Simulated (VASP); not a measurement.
## CdTe: relaxation of cell and atoms with LDA

Crystal: CdTe.

```
Cd Te
1.0
     0.00000    3.20500    3.20500
     3.20500    0.00000    3.20500
     3.20500    3.20500    0.00000
Cd Te
1 1
Direct
  0.00000 0.00000 0.00000
  0.25000 0.25000 0.25000
```

```
Program                : VASP 6.6.1
Task                   : relaxation of cell and atoms
Functional             : LDA
Potentials or basis    : VASP PAW LDA potentials, release 64 (Cd, Te)
Cutoff                 : 500 eV
k mesh                 : 8 × 8 × 8
Occupations            : gaussian, width 0.02 eV
Spin                   : no spin polarisation
Target pressure        : 2 GPa
Dipole correction      : no
Further INCAR settings : ALGO = Normal; EDIFF = 1e-07; IBRION = 2; EDIFFG = -0.002; NSW = 100; ISIF = 3
```

* Relaxed volume: 31.82 Å³/atom
* Relaxed cell: a = 4.481 Å, b = 4.481 Å, c = 4.481 Å, α = 60.00°, β = 60.00°, γ = 60.00°
* Space group after relaxing (to 0.1 Å): F-43m (No. 216)
* Energy change on relaxing (the run minimises the enthalpy): +7.5 meV/atom
* Ionic steps: 3
* Pressure after relaxing: 2.0 GPa
* Band gap on the k mesh: 0.76 eV

Step by step:
| step | energy change (eV) | largest force (eV/Å) | pressure (GPa) | volume (Å³) |
| --- | --- | --- | --- | --- |
| 1 | 0.0000 | 0.0000 | 0.23 | 65.84 |
| 2 | 0.0338 | 0.0000 | 3.09 | 62.45 |
| 3 | 0.0151 | 0.0000 | 1.99 | 63.63 |

Final structure:
```xyz
2
Lattice="0.0000 3.1687 3.1687 3.1687 0.0000 3.1687 3.1687 3.1687 0.0000" Properties=species:S:1:pos:R:3 pbc="T T T"
Cd    0.0000    0.0000    0.0000
Te    1.5843    1.5843    1.5843
```

Levels at points of the mesh, in eV from the valence-band top:
| k point | band 5 | band 6 | band 7 | band 8 | band 9 | band 10 | band 11 | band 12 | band 13 |
| --- | --- | --- | --- | --- | --- | --- | --- | --- | --- |
| (0.00, 0.00, 0.00) | -8.23 | -8.23 | 0.00 | 0.00 | 0.00 | 0.76 | 4.45 | 4.45 | 4.45 |
| (0.50, 0.00, 0.00) | -8.22 | -7.83 | -4.90 | -0.89 | -0.89 | 1.72 | 5.06 | 5.06 | 6.89 |
| (0.50, 0.50, 0.00) | -8.20 | -7.67 | -4.72 | -2.13 | -2.13 | 2.29 | 2.52 | 9.02 | 9.33 |

Wall time 110 s on 1 thread of AMD EPYC 7R13, on a shared host, peak memory 0.16 GiB.

Caveat: the cell is relaxed towards a set pressure, so the run minimises the enthalpy, not the energy; spin-orbit coupling is left out, which moves the levels of the heavy elements. LDA usually gives volumes a few per cent too small.
